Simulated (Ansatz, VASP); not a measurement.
One calculation of Ge16H, two programs

```
CELL_PARAMETERS angstrom
0.00000 5.66000 5.66000
5.66000 0.00000 5.66000
5.66000 5.66000 0.00000
ATOMIC_POSITIONS crystal
Ge 0.01899 0.94550 0.01798
Ge 0.11495 0.12486 0.11388
Ge 0.99773 0.02161 0.49054
Ge 0.11501 0.12477 0.64673
Ge 0.99017 0.50445 0.98975
Ge 0.16262 0.51057 0.16351
Ge 0.99029 0.50427 0.51586
Ge 0.11864 0.64643 0.61754
Ge 0.49163 0.02092 0.99687
Ge 0.64752 0.12408 0.11443
Ge 0.49167 0.02081 0.49103
Ge 0.62063 0.14011 0.61981
Ge 0.51534 0.50327 0.99085
Ge 0.61788 0.64577 0.11812
Ge 0.49545 0.51518 0.49487
Ge 0.61803 0.64567 0.61854
H 0.24474 0.26115 0.24707
```

Alike in both runs: functional PBE; dispersion D3(BJ); k mesh 2 × 2 × 2; occupations fermi-dirac, width 0.05 eV; no spin polarisation.

Ansatz relaxed the structure, and its values are those at the end. VASP's run is a single point on that final structure, the one shown.

|  | VASP | Ansatz |
| --- | --- | --- |
| version | VASP 6.6.1 | Ansatz 0.2.0 |
| potentials or method | VASP PAW PBE potentials, release 64 (Ge_d, H), cutoff 520 eV | scalar-relativistic, plane waves, PAW |
| valence electrons in the cell | 225 | 225 |

Ansatz gave:

```
rms of the force components (eV/Å) : 0.020
```

Question: What did VASP give for the same quantities?

Answer: rms of the force components (eV/Å): 0.019.

The k mesh is coarse, so the values compare programs but aren't converged.
